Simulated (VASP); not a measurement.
**Al: single point with PBE**

Al:

```
CELL_PARAMETERS angstrom
0.00000 1.60381 1.60381
1.60381 0.00000 1.60381
1.60381 1.60381 0.00000
ATOMIC_POSITIONS crystal
Al 0.00000 0.00000 0.00000
```

This cell differs from its parent crystal: volume scaled by 0.5.

| Quantity | Value |
| --- | --- |
| Program | VASP 6.6.1 |
| Task | single point |
| Functional | PBE |
| Potentials or basis | VASP PAW PBE potentials, release 64 (Al) |
| Cutoff | 520 eV |
| k mesh | 18 × 18 × 18 |
| Occupations | fermi-dirac, width 0.05 eV |
| Spin | no spin polarisation |

| Property | Result |
| --- | --- |
| Pressure | 232.2 GPa |

Levels at points of the mesh, in eV from the Fermi level:
```tsv
k point	band 1	band 2	band 3	band 4
(0.00, 0.00, 0.00)	-16.41	17.48	17.48	17.48
(0.50, 0.00, 0.00)	-7.25	-5.26	15.49	15.49
(0.50, 0.50, 0.00)	-4.09	-2.42	5.42	10.52
```

It took 13 s on 1 thread of AMD EPYC 7R43 64-Core Processor (Zen 3), on a shared host, peak memory 0.08 GiB.
